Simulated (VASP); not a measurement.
# Ge5Pt3 (Pm-3m) in VASP: relaxation of cell and atoms with PBE

Aim: the relaxation of cell and atoms of Ge5Pt3 with PBE.

Program: VASP 6.6.1. These are calculated values, not measurements. Logs are shortened: lines on timing, memory, paths and dates and some standing lists are left out, and cuts for length are marked.

## Step 1: The cell of the first run

Symmetry: Pm-3m, No. 221, cubic system. The conventional cell has a = 5.251 Å, b = 5.251 Å, c = 5.251 Å, α = 90.00°, β = 90.00°, γ = 90.00°. Within 3.5 Å of Ge (site symmetry m-3m) lie 6 Pt at 2.63 Å. Ge (site symmetry m-3m) has 6 Ge at 2.63 Å within 3.5 Å. Within 3.5 Å of Ge (site symmetry 4/mmm) lie 2 Ge at 2.63 Å and 4 Pt at 2.63 Å. Within 3.5 Å of Pt (site symmetry 4/mmm) lie 6 Ge at 2.63 Å.

The cell was generated, and may not be a known phase.

## Step 2: Relaxation of cell and atoms, PBE

INCAR reads:

```
PREC     = Accurate       # precision mode
ENCUT    = 500            # plane-wave cutoff, eV
EDIFF    = 1E-7           # SCF threshold, eV
ISMEAR   = 0              # smearing method
SIGMA    = 0.1            # smearing width, eV
LREAL    = F              # projectors in reciprocal space
LASPH    = T              # aspherical terms in the spheres
NELM     = 120            # most SCF steps
ALGO     = Normal         # electronic algorithm
ISIF     = 3              # what is computed and relaxed
LWAVE    = F              # write WAVECAR
LCHARG   = F              # write CHGCAR
GGA      = PE             # functional
IBRION   = 2              # ionic algorithm
NSW      = 100            # ionic steps
EDIFFG   = -0.01          # ionic threshold
GGA_COMPAT= F            
NELMIN   = 4
```

KPOINTS reads:

```
Automatic mesh
0
Gamma
  8 8 8
```

POSCAR reads:

```
Ge5Pt3
1.0
    5.2508242141      0.0000000000      0.0000000000
    0.0000000000      5.2508242141      0.0000000000
    0.0000000000      0.0000000000      5.2508242141
Ge Pt
5 3
Direct
    0.0000000000      0.0000000000      0.0000000000
    0.5000000000      0.5000000000      0.5000000000
    0.0000000000      0.5000000000      0.5000000000
    0.5000000000      0.0000000000      0.5000000000
    0.5000000000      0.5000000000      0.0000000000
    0.5000000000      0.0000000000      0.0000000000
    0.0000000000      0.5000000000      0.0000000000
    0.0000000000      0.0000000000      0.5000000000
```

Potentials or basis: VASP PAW PBE potentials, release 64 (Ge_d, Pt).

Run with:

```bash
cat potpaw_PBE.64/Ge_d/POTCAR potpaw_PBE.64/Pt/POTCAR > POTCAR
mpirun -np 1 vasp_std > vasp.out
```

OUTCAR:

```text
PREC = Accurate
   ENCUT = 500
   EDIFF = 1E-7
   ISMEAR = 0
   LREAL = F
   LASPH = T
   NELM = 120
   ISIF = 3
   GGA = PE
   IBRION = 2
   NSW = 100
   EDIFFG = -0.01
   NELMIN = 4

 ion  position               nearest neighbor table
   1  0.000  0.000  0.000-   6 2.63   7 2.63   8 2.63   8 2.63   7 2.63   6 2.63
   2  0.500  0.500  0.500-   3 2.63   4 2.63   5 2.63   5 2.63   4 2.63   3 2.63
   3  0.000  0.500  0.500-   2 2.63   7 2.63   8 2.63   7 2.63   8 2.63   2 2.63
   4  0.500  0.000  0.500-   2 2.63   6 2.63   8 2.63   6 2.63   2 2.63   8 2.63
   5  0.500  0.500  0.000-   2 2.63   6 2.63   7 2.63   2 2.63   6 2.63   7 2.63
   6  0.500  0.000  0.000-   1 2.63   4 2.63   5 2.63   4 2.63   5 2.63   1 2.63
   7  0.000  0.500  0.000-   1 2.63   3 2.63   5 2.63   3 2.63   1 2.63   5 2.63
   8  0.000  0.000  0.500-   1 2.63   3 2.63   4 2.63   1 2.63   3 2.63   4 2.63

  LATTYP: Found a simple cubic cell.
 ALAT       =     5.2508242141

  Lattice vectors:

 A1 = (   5.2508242141,   0.0000000000,   0.0000000000)
 A2 = (   0.0000000000,   5.2508242141,   0.0000000000)
 A3 = (   0.0000000000,   0.0000000000,   5.2508242141)

Analysis of symmetry for initial positions (statically):
=====================================================================
 Subroutine PRICEL returns:
 Original cell was already a primitive cell.

 Routine SETGRP: Setting up the symmetry group for a
 simple cubic supercell.

 Subroutine GETGRP returns: Found 48 space group operations
 (whereof 48 operations were pure point group operations)
 out of a pool of 48 trial point group operations.

The static configuration has the point symmetry O_h .

Analysis of symmetry for dynamics (positions and initial velocities):
=====================================================================
 Subroutine PRICEL returns:
 Original cell was already a primitive cell.

 Routine SETGRP: Setting up the symmetry group for a
 simple cubic supercell.

 Subroutine GETGRP returns: Found 48 space group operations
 (whereof 48 operations were pure point group operations)
 out of a pool of 48 trial point group operations.

The dynamic configuration has the point symmetry O_h .

 Subroutine INISYM returns: Found 48 space group operations
 (whereof 48 operations are pure point group operations),
 and found     1 'primitive' translations

[... 108 lines left out ...]
   EDIFFG = -.1E-01   stopping-criterion for IOM
   NSW    =    100    number of steps for IOM
   IBRION =      2    ionic relax: 0-MD 1-quasi-New 2-CG
   NFREE  =      1    steps in history (QN), initial steepest desc. (CG)
   ISIF   =      3    stress and relaxation
   ISYM   =      2    0-nonsym 1-usesym 2-fastsym
   POTIM  = 0.5000    time-step for ionic-motion
   TEBEG  =    0.0;   TEEND  =   0.0 temperature during run
   PSTRESS=    0.0 pullay stress
   NELECT =     100.0000    total number of electrons
   NUPDOWN=      -1.0000    fix difference up-down
   EMIN   =  10.00;   EMAX   =-10.00  energy-range for DOS
   EFERMI =   0.00;   METHOD = LEGACY
   ISMEAR =     0;   SIGMA  =   0.10  broadening in eV -4-tet -1-fermi 0-gaus
   EFERMI_NEDOS =   21; number of points for ismear=-14 and -15
   IALGO  =     38    algorithm
   IMIX   =      4    mixing-type and parameters
     AMIX     =   0.40;   BMIX     =  1.00
     AMIX_MAG =   1.60;   BMIX_MAG =  1.00
  volume/ion in A,a.u.               =      18.10       122.12
  Fermi-wavevector in a.u.,A,eV,Ry     =   1.447152  2.734720 28.493969  2.094248
  Thomas-Fermi vector in A             =   2.565139
   LORBIT       =      0    0 simple, 1 ext, 2 COOP (PROOUT), +10 PAW based schemes
   GGA     = PE    functional components
   LHFCALC =     F    Hartree Fock is set to
   AEXX    =    0.0000 exact exchange contribution
   IVDW    =     0    specifies the selected vdW correction
   LEPSILON=     F    determine dielectric tensor
   LRPA    =     F    only Hartree local field effects (RPA)
 conjugate gradient relaxation of ions
 non-spin polarized calculation
 Gauss-broadening in eV      SIGMA  =   0.10
  energy-cutoff  :      500.00
  volume of cell :      144.77
 maximum number of plane-waves:      3743
 NGX is ok and might be reduce to    40
   NGX = 19   NGY = 19   NGZ = 19

--------------------------------------- Ionic step        1  -------------------------------------------

 number of electron     100.0000124 magnetization

 Free energy of the ion-electron system (eV)
  ---------------------------------------------------
  ext. energy  EPLUGINS =         0.00000000
  ---------------------------------------------------
  free energy    TOTEN  =       -41.53172978 eV

  energy without entropy =      -41.51519212  energy(sigma->0) =      -41.52346095

------------------------ aborting loop because EDIFF is reached ----------------------------------------

  FORCE on cell =-STRESS in cart. coord.  units (eV):
  Direction    XX          YY          ZZ          XY          YZ          ZX
  --------------------------------------------------------------------------------------
  -------------------------------------------------------------------------------------
  Total        0.1037092      0.1037092      0.1037092     -0.0000000     -0.0000000      0.0000000
  in kB        1.1477450      1.1477450      1.1477450     -0.0000000     -0.0000000      0.0000000
  external PRESSURE =       1.1477450 kB  Pullay stress =       0.0000000 kB
[... 71 lines left out ...]
--------------------------------------- Ionic step        3  -------------------------------------------

 number of electron     100.0000121 magnetization

 Free energy of the ion-electron system (eV)
  ---------------------------------------------------
  ext. energy  EPLUGINS =         0.00000000
  ---------------------------------------------------
  free energy    TOTEN  =       -41.53176916 eV

  energy without entropy =      -41.51525019  energy(sigma->0) =      -41.52350968

 E-fermi :   7.3917     XC(G=0): -11.7079

 val. band max:        7.3731957811   @ k =   0.5000   0.5000   0.0000
 cond. band min:       7.4160527455   @ k =   0.3750   0.1250   0.1250
 fundamental gap:      0.0428569645
 Fermi energy:         7.3917485489

 k-point     1 :       0.0000    0.0000    0.0000
  band No.  band energies     occupation
      1     -17.2759      2.00000
      2     -17.2759      2.00000
      3     -17.2530      2.00000
      4     -17.2530      2.00000
      5     -17.2202      2.00000
      6     -17.2202      2.00000
[... 1501 lines left out ...]
     59      12.9690      0.00000
     60      14.1540      0.00000

 [... further k-points ...]
[... 5 lines left out ...]
  --------------------------------------------------------------------------------------
  -------------------------------------------------------------------------------------
  Total       -0.0157863     -0.0157863     -0.0157863      0.0000000     -0.0000000      0.0000000
  in kB       -0.1745611     -0.1745611     -0.1745611      0.0000000     -0.0000000      0.0000000
  external PRESSURE =      -0.1745611 kB  Pullay stress =       0.0000000 kB
[... 23 lines left out ...]
  FREE ENERGIE OF THE ION-ELECTRON SYSTEM (eV)
  ---------------------------------------------------
  free  energy   TOTEN  =       -41.5317691646 eV

  energy  without entropy=      -41.5152501894  energy(sigma->0) =      -41.52350968

 reached required accuracy - stopping structural energy minimisation
```

OSZICAR:

```text
N       E                     dE             d eps       ncg     rms          rms(c)
DAV:   1     0.129031399711E+04    0.12903E+04   -0.42302E+04  5440   0.428E+03
[... 29 lines left out ...]
DAV:   1    -0.415330234634E+02   -0.13066E-02   -0.18856E-02  5356   0.132E+00    0.219E-01
DAV:   2    -0.415320129207E+02    0.10105E-02   -0.29246E-03  4808   0.395E-01    0.967E-02
DAV:   3    -0.415318364655E+02    0.17646E-03   -0.26487E-04  5432   0.193E-01    0.527E-02
DAV:   4    -0.415317699323E+02    0.66533E-04   -0.16335E-04  5564   0.124E-01    0.150E-02
DAV:   5    -0.415317684122E+02    0.15201E-05   -0.22657E-05  4908   0.738E-02    0.859E-03
DAV:   6    -0.415317691708E+02   -0.75861E-06   -0.36350E-06  4940   0.406E-02    0.193E-03
DAV:   7    -0.415317691646E+02    0.62118E-08   -0.92225E-07  3916   0.856E-03
   3 F= -.41531769E+02 E0= -.41523510E+02  d E =-.393844E-04
```

It took 11 min on 1 thread of AMD EPYC 9755, shared host; peak memory 0.35 GiB.

Results:

* Free energy: -41.5318 eV
* Relaxed volume: 18.11 Å³/atom
* Relaxed cell: a = 5.252 Å, b = 5.252 Å, c = 5.252 Å, α = 90.00°, β = 90.00°, γ = 90.00°
* Space group after relaxing (to 0.1 Å): Pm-3m (No. 221)
* Energy gained by relaxing: 0.0 meV/atom
* Ionic steps: 3
* Pressure after relaxing: 0.0 GPa
* Band gap on the k mesh: zero (bands 50 and 51 overlap by 2.84 eV)

Final structure:
```cif
data_structure
_symmetry_space_group_name_H-M 'P 1'
_symmetry_Int_Tables_number 1
_cell_length_a 5.2523
_cell_length_b 5.2523
_cell_length_c 5.2523
_cell_angle_alpha 90.000
_cell_angle_beta 90.000
_cell_angle_gamma 90.000
_cell_volume 144.89
loop_
_atom_site_label
_atom_site_type_symbol
_atom_site_fract_x
_atom_site_fract_y
_atom_site_fract_z
_atom_site_occupancy
Ge1 Ge 0.00000 0.00000 0.00000 1
Ge2 Ge 0.50000 0.50000 0.50000 1
Ge3 Ge 0.00000 0.50000 0.50000 1
Ge4 Ge 0.50000 0.00000 0.50000 1
Ge5 Ge 0.50000 0.50000 0.00000 1
Pt1 Pt 0.50000 0.00000 0.00000 1
Pt2 Pt 0.00000 0.50000 0.00000 1
Pt3 Pt 0.00000 0.00000 0.50000 1
```

Levels at points of the mesh, in eV from the Fermi level:
| k point | band 48 | band 49 | band 50 | band 51 | band 52 | band 53 |
| --- | --- | --- | --- | --- | --- | --- |
| (0.00, 0.00, 0.00) | -1.33 | -1.23 | -1.23 | -0.16 | -0.16 | -0.16 |
| (0.50, 0.00, 0.00) | -1.40 | -1.27 | -0.56 | 0.83 | 1.12 | 1.12 |
| (0.50, 0.50, 0.00) | -0.80 | -0.73 | -0.02 | -0.02 | 0.90 | 1.42 |
| (0.50, 0.50, 0.50) | -1.64 | 2.29 | 2.29 | 2.29 | 2.34 | 2.34 |

Caveat: spin-orbit coupling is left out, which moves the levels of the heavy elements.

The gap in the log of VASP goes by the Fermi energy; the results here count the filled bands.